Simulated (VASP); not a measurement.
Zn4SnN, 6 atoms in the cell. It takes space group Cmmm (No. 65, orthorhombic). The conventional cell has a = 5.473 Å, b = 12.184 Å, c = 3.076 Å, α = 90.00°, β = 90.00°, γ = 90.00°. Within 2.8 Å of Zn (site symmetry m2m) lie 2 N at 2.06 Å and 5 Zn at 2.66 to 2.73 Å. Zn (site symmetry 2/m) has 8 Zn at 2.66 to 3.08 Å and 2 N at 3.34 Å within 3.5 Å. Within 4.0 Å of Sn (site symmetry mmm) lie 12 Zn at 3.06 to 3.68 Å and 2 Sn at 3.08 Å and 4 N at 3.14 Å. N (site symmetry mmm) has 4 Zn at 2.06 Å within 2.7 Å. The cell was generated, and may not be a known phase.

- Program: VASP 6.6.1
- Task: single point
- Functional: PBE
- Potentials or basis: VASP PAW PBE potentials, release 64 (Zn, Sn_d, N)
- Cutoff: 520 eV
- k mesh: 4 × 4 × 6
- Occupations: gaussian, width 0.1 eV
- Spin: no spin polarisation
- Dipole correction: no
- Further INCAR settings: ALGO = Normal; EDIFF = 1e-07; NBANDS = 42

Potentials or basis: VASP PAW PBE potentials, release 64 (Zn, Sn_d, N).

Command:

```bash
$ cat potpaw_PBE.64/Zn/POTCAR potpaw_PBE.64/Sn_d/POTCAR potpaw_PBE.64/N/POTCAR > POTCAR
$ mpirun -np 1 vasp_std > vasp.out
```

Hardware: 1 thread of Intel(R) Xeon(R) 6975P-C (Granite Rapids) (shared host).

Q: How long does it take, and how much memory?

A: It took 99 s on 1 thread of Intel(R) Xeon(R) 6975P-C (Granite Rapids), with other jobs on the host, peak memory 0.29 GiB. Counts: scf iterations 18, k points 28.
